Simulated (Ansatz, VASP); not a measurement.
**Re: VASP beside Ansatz**

The input INCAR:

```
SYSTEM = Re
ALGO = Normal
EDIFF = 1E-6
ENCUT = 520
GGA = RE
ISIF = 2
ISMEAR = -1
LASPH = .True.
LCHARG = .False.
LREAL = .False.
LWAVE = .False.
NBANDS = 10
NELM = 80
PREC = Accurate
SIGMA = 0.1
```

KPOINTS

```
k-points
0
Gamma
  16 16 16
  0 0 0
```

File POSCAR:

```
Re
1.0
    0.0000000000      1.9626760971      1.9626760971
    1.9626760971      0.0000000000      1.9626760971
    1.9626760971      1.9626760971      0.0000000000
Re
1
Direct
    0.0000000000      0.0000000000      0.0000000000
```

Input for Ansatz:

```yaml
crystal:
  lattice:
    - [0.0, 1.9626760971, 1.9626760971]
    - [1.9626760971, 0.0, 1.9626760971]
    - [1.9626760971, 1.9626760971, 0.0]
  atoms:
    - { symbol: Re, position: [0.0, 0.0, 0.0] }
hamiltonian:
  xc: revpbe
  pseudopotentials:
    kind: paw
    azcp:
      Re: "pseudopotentials/Re.paw.azcp"
basis:
  ecutwfc: 420
  fft_grid_basis: typed
kpoints:
  mp_grid: { grid: [16, 16, 16], shift: [0, 0, 0] }
magnetization:
  spin_polarized: false
scf:
  occupations: { method: fermi_dirac, width: 0.1 }
  lower_state_search: "off"
output:
  stress: true
```

Alike in both runs: task single point; functional revPBE; k mesh 16 × 16 × 16; occupations fermi-dirac, width 0.1 eV; no spin polarisation.

|  | VASP | Ansatz |
| --- | --- | --- |
| version | VASP 6.6.1 | Ansatz 0.2.0 |
| potentials or method | VASP PAW PBE potentials, release 64 (Re), cutoff 520 eV | plane waves (420 eV) with PAW, scalar-relativistic |
| valence electrons in the cell | 7 | 15 |

Ansatz gave:

- pressure (GPa): -0.1

Problem. Estimate VASP's values.

Solution. Pressure (GPa): -0.8.

VASP's potentials were made for PBE, not for revPBE. VASP's potentials hold 7 valence electrons a cell and Ansatz's 15, so a difference there can come from the potentials and not from the codes.

Spin-orbit coupling is off throughout.
